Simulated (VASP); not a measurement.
# AlNi: single point with PBE

The system is AlNi.

```
Al Ni
1.0
     2.86871    0.00000    0.00000
     0.00000    2.86871    0.00000
     0.00000    0.00000    2.86871
Al Ni
1 1
Direct
  0.00000 0.00000 0.00000
  0.50000 0.50000 0.50000
```

* Program: VASP 6.6.1
* Task: single point
* Functional: PBE
* Potentials or basis: VASP PAW PBE potentials, release 64 (Al, Ni)
* Cutoff: 520 eV
* k mesh: 16 × 16 × 16
* Occupations: gaussian, width 0.15 eV
* Spin: no spin polarisation

| Property | Result |
| --- | --- |
| Pressure | 4.2 GPa |

Levels at points of the mesh, in eV from the Fermi level:
```tsv
k point	band 2	band 3	band 4	band 5	band 6	band 7	band 8	band 9	band 10	band 11
(0.00, 0.00, 0.00)	-3.29	-3.29	-1.57	-1.57	-1.57	5.55	5.55	5.55	8.16	8.16
(0.50, 0.00, 0.00)	-6.85	-2.80	-2.28	-2.28	-1.48	-0.65	8.29	10.08	10.08	11.01
(0.50, 0.50, 0.00)	-3.42	-2.92	-2.92	-2.11	-2.11	-1.03	1.51	2.53	12.41	15.23
(0.50, 0.50, 0.50)	-4.16	-4.16	-1.00	-1.00	1.99	1.99	1.99	3.80	4.50	4.50
```

It took 14 s on 1 thread of Intel(R) Xeon(R) 6975P-C (Granite Rapids), on a shared host, peak memory 0.18 GiB.

Spin polarisation is off, so any magnetic state and its effect on volume and gap are missing.
